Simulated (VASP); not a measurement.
# TaN (P-6m2) in VASP: further runs

TaN is run at these levels: HSE06, PBE-based screened hybrid with 25 % exact exchange; tasks: single point.

All numbers are computed with VASP 6.6.1; they aren't measurements. Logs are shortened: lines on timing, memory, paths and dates and some standing lists are left out, and cuts for length are marked.

### Step 1. The cell of the first run

The structure is hexagonal, space group P-6m2 (No. 187). The conventional cell has a = 2.938 Å, b = 2.938 Å, c = 2.883 Å, α = 90.00°, β = 90.00°, γ = 120.00°. Ta (site symmetry -6m2) has 6 N at 2.23 Å and 8 Ta at 2.88 to 2.94 Å within 3.0 Å. Within 3.0 Å of N (site symmetry -6m2) lie 6 Ta at 2.23 Å and 8 N at 2.88 to 2.94 Å.

### Step 2. Single point, HSE06

Input file POSCAR:

```
TaN
1.0
    2.9380011100      0.0000000000      0.0000000000
   -1.4690005500      2.5443836000      0.0000000000
    0.0000000000      0.0000000000      2.8830022100
Ta N
1 1
Direct
    0.3333333333      0.6666666667      0.5000000000
    0.0000000000      0.0000000000      0.0000000000
```

Input file INCAR.step1:

```
SYSTEM = TaN
PREC = Accurate ; ENCUT = 520
EDIFF = 1E-5 ; ISMEAR = -1
SIGMA = 0.05 ; LREAL = .False.
LASPH = .True. ; NELM = 80
ALGO = Normal ; ISIF = 2
LWAVE = .True. ; GGA = PE
NBANDS = 15
```

Input file INCAR.step2:

```
SYSTEM = TaN
PREC = Accurate ; ENCUT = 520
EDIFF = 1E-6 ; ISMEAR = -1
SIGMA = 0.05 ; LREAL = .False.
LASPH = .True. ; NELM = 80
ALGO = Normal ; ISIF = 2
LWAVE = .False. ; LCHARG = .True.
GGA = PE ; LHFCALC = .True.
HFSCREEN = 0.2079 ; PRECFOCK = Normal
LELF = .True. ; LVHAR = .True.
ISTART = 1 ; NBANDS = 15
```

Input file KPOINTS:

```
Automatic mesh
0
Gamma
  5 5 5
  0 0 0
```

Potentials or basis: VASP PAW PBE potentials, release 64 (Ta_pv, N).

On the command line:

```console
cat potpaw_PBE.64/Ta_pv/POTCAR potpaw_PBE.64/N/POTCAR > POTCAR
cp INCAR.step1 INCAR
mpirun -np 1 vasp_std > vasp.out
cp INCAR.step2 INCAR
mpirun -np 1 vasp_std > vasp.out
```

OUTCAR:

```text
SYSTEM = TaN
   PREC = Accurate
   ENCUT = 520
   EDIFF = 1E-6
   ISMEAR = -1
   LREAL = .False.
   LASPH = .True.
   NELM = 80
   ISIF = 2
   GGA = PE
   LHFCALC = .True.
   HFSCREEN = 0.2079
   PRECFOCK = Normal
   ISTART = 1

 ion  position               nearest neighbor table
   1  0.333  0.667  0.500-   2 2.23   2 2.23   2 2.23   2 2.23   2 2.23   2 2.23
   2  0.000  0.000  0.000-   1 2.23   1 2.23   1 2.23   1 2.23   1 2.23   1 2.23

  LATTYP: Found a hexagonal cell.
 ALAT       =     2.9380011100
 C/A-ratio  =     0.9812801636

  Lattice vectors:

 A1 = (   2.9380011100,   0.0000000000,   0.0000000000)
 A2 = (  -1.4690005500,   2.5443836000,   0.0000000000)
 A3 = (   0.0000000000,   0.0000000000,   2.8830022100)

Analysis of symmetry for initial positions (statically):
=====================================================================
 Subroutine PRICEL returns:
 Original cell was already a primitive cell.

 Routine SETGRP: Setting up the symmetry group for a
 hexagonal supercell.

 Subroutine GETGRP returns: Found 12 space group operations
 (whereof 12 operations were pure point group operations)
 out of a pool of 24 trial point group operations.

The static configuration has the point symmetry D_3h.

Analysis of symmetry for dynamics (positions and initial velocities):
=====================================================================
 Subroutine PRICEL returns:
 Original cell was already a primitive cell.

 Routine SETGRP: Setting up the symmetry group for a
 hexagonal supercell.

 Subroutine GETGRP returns: Found 12 space group operations
 (whereof 12 operations were pure point group operations)
 out of a pool of 24 trial point group operations.

The dynamic configuration has the point symmetry D_3h.

 Subroutine INISYM returns: Found 12 space group operations
 (whereof 12 operations are pure point group operations),
 and found     1 'primitive' translations

----------------------------------------------------------------------------------------

                                     Primitive cell

  volume of cell :      21.5516

  direct lattice vectors                    reciprocal lattice vectors
     2.938001110  0.000000000  0.000000000     0.340367468  0.196511249  0.000000000
    -1.469000550  2.544383600  0.000000000     0.000000000  0.393022499  0.000000000
     0.000000000  0.000000000  2.883002210     0.000000000  0.000000000  0.346860643

  length of vectors
     2.938001110  2.938001110  2.883002210     0.393022499  0.393022499  0.346860643

  position of ions in fractional coordinates (direct lattice)
     0.333333333  0.666666667  0.500000000
     0.000000000  0.000000000  0.000000000

  ion indices of the primitive-cell ions
   primitive index   ion index
                 1           1
                 2           2

----------------------------------------------------------------------------------------

 KPOINTS: Automatic mesh

Automatic generation of k-mesh.
 Grid dimensions read from file:
 generate k-points for:    5    5    5

 Generating k-lattice:

  Cartesian coordinates                     Fractional coordinates (reciprocal lattice)
     0.068073494  0.039302250  0.000000000     0.200000000  0.000000000  0.000000000
     0.000000000  0.078604500  0.000000000     0.000000000  0.200000000  0.000000000
     0.000000000  0.000000000  0.069372129     0.000000000  0.000000000  0.200000000

  Length of vectors
     0.078604500  0.078604500  0.069372129

  Shift w.r.t. Gamma in fractional coordinates (k-lattice)
     0.000000000  0.000000000  0.000000000

 Subroutine IBZKPT returns following result:
 ===========================================

 Found     15 irreducible k-points:

 Following reciprocal coordinates:
            Coordinates               Weight
  0.000000  0.000000  0.000000      1.000000
  0.200000 -0.000000  0.000000      6.000000
  0.400000 -0.000000  0.000000      6.000000
  0.200000  0.200000  0.000000      6.000000
  0.400000  0.200000  0.000000      6.000000
  0.000000  0.000000  0.200000      2.000000
  0.200000 -0.000000  0.200000     12.000000
  0.400000 -0.000000  0.200000     12.000000
  0.200000  0.200000  0.200000     12.000000
  0.400000  0.200000  0.200000     12.000000
  0.000000  0.000000  0.400000      2.000000
  0.200000 -0.000000  0.400000     12.000000
  0.400000 -0.000000  0.400000     12.000000
  0.200000  0.200000  0.400000     12.000000
  0.400000  0.200000  0.400000     12.000000
   k-points           NKPTS =     15   k-points in BZ     NKDIM =    125   number of bands    NBANDS=     15
   number of dos      NEDOS =    301   number of ions     NIONS =      2
   total plane-waves  NPLWV =  13824
   dimension x,y,z NGX =    24 NGY =   24 NGZ =   24
   dimension x,y,z NGXF=    48 NGYF=   48 NGZF=   48
   ions per type =               1   1
   NGX,Y,Z   is equivalent  to a cutoff of  13.58, 13.58, 13.84 a.u.
   NGXF,Y,Z  is equivalent  to a cutoff of  27.16, 27.16, 27.68 a.u.
 SYSTEM =  TaN
   PREC   = accura    normal or accurate (medium, high low for compatibility)
   ISTART =      1    job   : 0-new  1-cont  2-samecut
   ICHARG =      0    charge: 1-file 2-atom 10-const
   ISPIN  =      1    spin polarized calculation?
   LNONCOLLINEAR =      F non collinear calculations
   LSORBIT =      F    spin-orbit coupling
   LASPH  =      T    aspherical Exc in radial PAW
   ENCUT  =  520.0 eV  38.22 Ry    6.18 a.u.   5.46  5.46  5.36*2*pi/ulx,y,z
   NELM   =     80;   NELMIN=  2; NELMDL=  0     # of ELM steps
   EDIFF  = 0.1E-05   stopping-criterion for ELM
   LREAL  =      F    real-space projection
   EDIFFG = 0.1E-04   stopping-criterion for IOM
   NSW    =      0    number of steps for IOM
   IBRION =     -1    ionic relax: 0-MD 1-quasi-New 2-CG
   NFREE  =      0    steps in history (QN), initial steepest desc. (CG)
   ISIF   =      2    stress and relaxation
   ISYM   =      3    0-nonsym 1-usesym 2-fastsym
   POTIM  = 0.5000    time-step for ionic-motion
   TEBEG  =    0.0;   TEEND  =   0.0 temperature during run
   PSTRESS=    0.0 pullay stress
   NELECT =      16.0000    total number of electrons
   NUPDOWN=      -1.0000    fix difference up-down
   EMIN   =  10.00;   EMAX   =-10.00  energy-range for DOS
   EFERMI =   0.00;   METHOD = LEGACY
   ISMEAR =    -1;   SIGMA  =   0.05  broadening in eV -4-tet -1-fermi 0-gaus
   EFERMI_NEDOS =   21; number of points for ismear=-14 and -15
   IALGO  =     38    algorithm
   IMIX   =      1    mixing-type and parameters
     AMIX     =   0.40;   BMIX     =  1.00
     AMIX_MAG =   1.60;   BMIX_MAG =  1.00
  volume/ion in A,a.u.               =      10.78        72.72
  Fermi-wavevector in a.u.,A,eV,Ry     =   1.482364  2.801263 29.897501  2.197404
  Thomas-Fermi vector in A             =   2.596160
   LORBIT       =      0    0 simple, 1 ext, 2 COOP (PROOUT), +10 PAW based schemes
   GGA     = PE    functional components
   LHFCALC =     T    Hartree Fock is set to
   PRECFOCK=normal    Normal, Fast or Accurate (Low or Medium for compatibility)
   ENCUT4O =  -1.0   cutoff for four orbital integrals eV
   NKREDX  =     1    reduce k-point grid by
   NKREDY  =     1    reduce k-point grid by
   NKREDZ  =     1    reduce k-point grid by
   AEXX    =    0.2500 exact exchange contribution
   HFSCREEN=    0.2079 screening length (either q_TF or 0.3 A-1)
   HFSCREENC=   0.2079 screening length for correlation (either q_TF or 0.3 A-1)
   ENCUTFOCK=  -1.0 apply spherical cutoff to Coloumb kernel
   IVDW    =     0    specifies the selected vdW correction
   LEPSILON=     F    determine dielectric tensor
   LRPA    =     F    only Hartree local field effects (RPA)
 non-spin polarized calculation
  energy-cutoff  :      520.00
  volume of cell :       21.55
 maximum number of plane-waves:       599
 NGX is ok and might be reduce to    24
  NGX = 18; NGY = 18; NGZ = 18

 number of electron      16.0000001 magnetization

 Free energy of the ion-electron system (eV)
  ---------------------------------------------------
  ext. energy  EPLUGINS =         0.00000000
  ---------------------------------------------------
  free energy    TOTEN  =       -26.38442685 eV

  energy without entropy =      -26.38220878  energy(sigma->0) =      -26.38331781

 E-fermi :   8.3441     XC(G=0): -10.8909

 val. band max:        8.3441254454   @ k =   0.0000   0.0000   0.4000
 cond. band min:       8.3441257172   @ k =   0.0000   0.0000   0.4000
 fundamental gap:      0.0000002718
 Fermi energy:         8.3441255813

 k-point     1 :       0.0000    0.0000    0.0000
  band No.  band energies     occupation
      1     -29.2335      2.00000
      2     -28.9642      2.00000
      3     -28.9642      2.00000
      4     -11.8767      2.00000
      5       2.7824      2.00000
      6       2.7824      2.00000
      7       3.2602      2.00000
      8       4.5470      2.00000
      9      10.9351      0.00000
     10      12.4025      0.00000
     11      12.4025      0.00000
     12      12.9452      0.00000
     13      12.9452      0.00000
     14      22.2060      0.00000
     15      23.4111      0.00000

 k-point     2 :       0.2000   -0.0000    0.0000
  band No.  band energies     occupation
      1     -29.3955      2.00000
      2     -29.1751      2.00000
      3     -29.0565      2.00000
      4     -11.0600      2.00000
      5       0.8980      2.00000
      6       3.3639      2.00000
      7       3.5500      2.00000
      8       4.1920      2.00000
      9      10.9962      0.00000
     10      12.5411      0.00000
     11      12.6128      0.00000
     12      13.4458      0.00000
     13      13.7829      0.00000
     14      22.2086      0.00000
     15      23.4092      0.00000
[... 203 lines left out ...]
      3     -29.1817      2.00000
      4      -9.5628      2.00000
      5      -0.0490      2.00000
      6       0.5586      2.00000
      7       2.8229      2.00000
      8       6.1750      2.00000
      9      11.9678      0.00000
     10      12.7565      0.00000
     11      13.6745      0.00000
     12      15.6442      0.00000
     13      19.3088      0.00000
     14      22.3329      0.00000
     15      23.3997      0.00000

 k-point    15 :       0.4000    0.2000    0.4000
  band No.  band energies     occupation
      1     -29.8630      2.00000
      2     -29.8339      2.00000
      3     -29.3654      2.00000
      4      -9.6272      2.00000
      5      -0.6638      2.00000
      6       0.4720      2.00000
      7       2.8122      2.00000
      8       7.1548      2.00000
      9      13.1837      0.00000
     10      13.6420      0.00000
     11      15.0391      0.00000
     12      16.2538      0.00000
     13      18.8844      0.00000
     14      20.9208      0.00000
     15      22.5894      0.00000

------------------------ aborting loop because EDIFF is reached ----------------------------------------

  FORCE on cell =-STRESS in cart. coord.  units (eV):
  Direction    XX          YY          ZZ          XY          YZ          ZX
  --------------------------------------------------------------------------------------
  -------------------------------------------------------------------------------------
  Total       -0.5443981     -0.5443981     -0.6589669     -0.0000000     -0.0000000      0.0000000
  in kB      -40.4713486    -40.4713487    -48.9885558     -0.0000001     -0.0000000      0.0000000
  external PRESSURE =     -43.3104177 kB  Pullay stress =       0.0000000 kB

 VOLUME and BASIS-vectors are now :
 -----------------------------------------------------------------------------
  energy-cutoff  :      520.00
  volume of cell :       21.55
      direct lattice vectors                 reciprocal lattice vectors
     2.938001110  0.000000000  0.000000000     0.340367468  0.196511249  0.000000000
    -1.469000550  2.544383600  0.000000000     0.000000000  0.393022499  0.000000000
     0.000000000  0.000000000  2.883002210     0.000000000  0.000000000  0.346860643

 POSITION                                       TOTAL-FORCE (eV/Angst)
 -----------------------------------------------------------------------------------
      0.00000      1.69626      1.44150         0.000000      0.000000      0.000000
      0.00000      0.00000      0.00000         0.000000     -0.000000      0.000000
 -----------------------------------------------------------------------------------
    total drift:                                0.000000     -0.000002     -0.000000

  FREE ENERGIE OF THE ION-ELECTRON SYSTEM (eV)
  ---------------------------------------------------
  free  energy   TOTEN  =       -26.3844268481 eV

  energy  without entropy=      -26.3822087771  energy(sigma->0) =      -26.38331781
```

It took 11 min on 1 thread of Intel Xeon Platinum 8259CL at 2.50GHz (Skylake/Cascade Lake), shared host; peak memory 0.25 GiB.

What came out:

```
Free energy            : -26.3844 eV
Pressure               : -4.3 GPa
Band gap on the k mesh : zero (filled and empty bands touch)
```

Stress tensor (GPa, compression positive):
```
-4.05  0.00  0.00
 0.00 -4.05  0.00
 0.00  0.00 -4.90
```

Levels at points of the mesh, in eV from the Fermi level:
```
           k point  band 4  band 5  band 6  band 7  band 8  band 9  band 10  band 11  band 12  band 13
(0.00, 0.00, 0.00)  -20.22   -5.56   -5.56   -5.08   -3.80    2.59     4.06     4.06     4.60     4.60
```

Caveat: the k points lie up to 0.49 Å⁻¹ apart; the PAW data sets were made with another functional, which shifts forces and pressure a little; spin-orbit coupling is left out, which moves the levels of the heavy elements.

### Step 3. Single point, PBE-based screened hybrid with 25 % exact exchange

POSCAR is that of step 2.

Input file INCAR.step1:

```
  ALGO = Normal
  EDIFF = 1E-5
  ENCUT = 520
  GGA = PE
  ISIF = 2
  ISMEAR = -1
  LASPH = True
  LCHARG = False
  LREAL = False
  LWAVE = True
  NBANDS = 15
  NELM = 60
  PREC = Accurate
  SIGMA = 0.05
```

Input file INCAR.step2:

```
  AEXX = 0.25
  ALGO = Normal
  EDIFF = 1E-6
  ENCUT = 520
  GGA = PE
  HFSCREEN = 0.3
  ISIF = 2
  ISMEAR = -1
  ISTART = 1
  LASPH = True
  LCHARG = False
  LHFCALC = True
  LREAL = False
  LWAVE = False
  NBANDS = 15
  NELM = 60
  PREC = Accurate
  PRECFOCK = Normal
  SIGMA = 0.05
```

Input file KPOINTS:

```
k-points
0
Gamma
  5 5 5
```

Potentials or basis: VASP PAW PBE potentials, release 64 (Ta_pv, N).

On the command line:

```console
cat potpaw_PBE.64/Ta_pv/POTCAR potpaw_PBE.64/N/POTCAR > POTCAR
cp INCAR.step1 INCAR
mpirun -np 1 vasp_std > vasp.out
cp INCAR.step2 INCAR
mpirun -np 1 vasp_std > vasp.out
```

Wall time 11 min (1 thread of Intel Xeon Platinum 8259CL at 2.50GHz (Skylake/Cascade Lake), shared host); peak memory 0.25 GiB.

The run converged. Its results:

| Item | Value |
| --- | --- |
| Free energy | -25.7208 eV |
| Pressure | -3.7 GPa |
| Band gap on the k mesh | zero (filled and empty bands touch) |

Stress tensor (GPa, compression positive):
```
-3.45  0.00  0.00
 0.00 -3.45  0.00
 0.00  0.00 -4.33
```

Levels at points of the mesh, in eV from the Fermi level:
| k point | band 5 | band 6 | band 7 | band 8 | band 9 | band 10 | band 11 | band 12 |
| --- | --- | --- | --- | --- | --- | --- | --- | --- |
| (0.00, 0.00, 0.00) | -5.38 | -5.38 | -4.89 | -3.64 | 2.52 | 3.96 | 3.96 | 4.50 |

Caveat: the k points lie up to 0.49 Å⁻¹ apart; the PAW data sets were made with another functional, which shifts forces and pressure a little; spin-orbit coupling is left out, which moves the levels of the heavy elements.
